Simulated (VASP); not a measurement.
Set up this calculation in VASP 6.6.1, as the native input.

| Property | Result |
| --- | --- |
| Task | single point |
| Functional | r2SCAN |
| Potentials or basis | VASP PAW PBE potentials, release 64 (C, Zn) |
| Cutoff | 520 eV |
| k mesh | 6 × 6 × 6 |
| Occupations | methfessel-paxton, width 0.2 eV |
| Spin | no spin polarisation |
| Dipole correction | no |
| Further INCAR settings | ALGO = Normal; EDIFF = 1e-07; NBANDS = 21 |

The system is Zn2C.

```
CELL_PARAMETERS angstrom
0.00000 2.57795 2.57795
2.57795 0.00000 2.57795
2.57795 2.57795 0.00000
ATOMIC_POSITIONS crystal
C 0.00000 0.00000 0.00000
Zn 0.25000 0.25000 0.25000
Zn 0.75000 0.75000 0.75000
```

One way to write it, as run:

POSCAR

```
Zn2C
1.0
    0.0000000000      2.5779490272      2.5779490272
    2.5779490272      0.0000000000      2.5779490272
    2.5779490272      2.5779490272      0.0000000000
C Zn
1 2
Direct
    0.0000000000      0.0000000000      0.0000000000
    0.2500000000      0.2500000000      0.2500000000
    0.7500000000      0.7500000000      0.7500000000
```

INCAR.step1

```
PREC = Accurate
ENCUT = 520
ISMEAR = 1
SIGMA = 0.2
LREAL = F
LASPH = T
NELM = 100
NBANDS = 21
GGA = PE
ALGO = Normal
EDIFF = 1E-4
LWAVE = T
LCHARG = F
```

INCAR.step2

```
PREC = Accurate
ENCUT = 520
EDIFF = 1E-7
ISMEAR = 1
SIGMA = 0.2
LREAL = F
LASPH = T
NELM = 100
ALGO = Normal
ISIF = 2
LWAVE = F
LCHARG = F
METAGGA = R2SCAN
LMIXTAU = T
NBANDS = 21
ISTART = 1
```

KPOINTS

```
regular mesh
0
Gamma
  6 6 6
```

Potentials or basis: VASP PAW PBE potentials, release 64 (C, Zn).

Command:

```sh
$ cat potpaw_PBE.64/C/POTCAR potpaw_PBE.64/Zn/POTCAR > POTCAR
$ cp INCAR.step1 INCAR
$ mpirun -np 1 vasp_std > vasp.out
$ cp INCAR.step2 INCAR
$ mpirun -np 1 vasp_std > vasp.out
```

It gave:

```
Pressure               : 0.6 GPa
Band gap on the k mesh : 0.12 eV, direct
```

Caveat: the PAW data sets were made with another functional, which shifts forces and pressure a little.

Run time: 91 s on 1 thread of Intel(R) Xeon(R) Platinum 8488C (Sapphire Rapids), with other jobs on the host, peak memory 0.16 GiB.
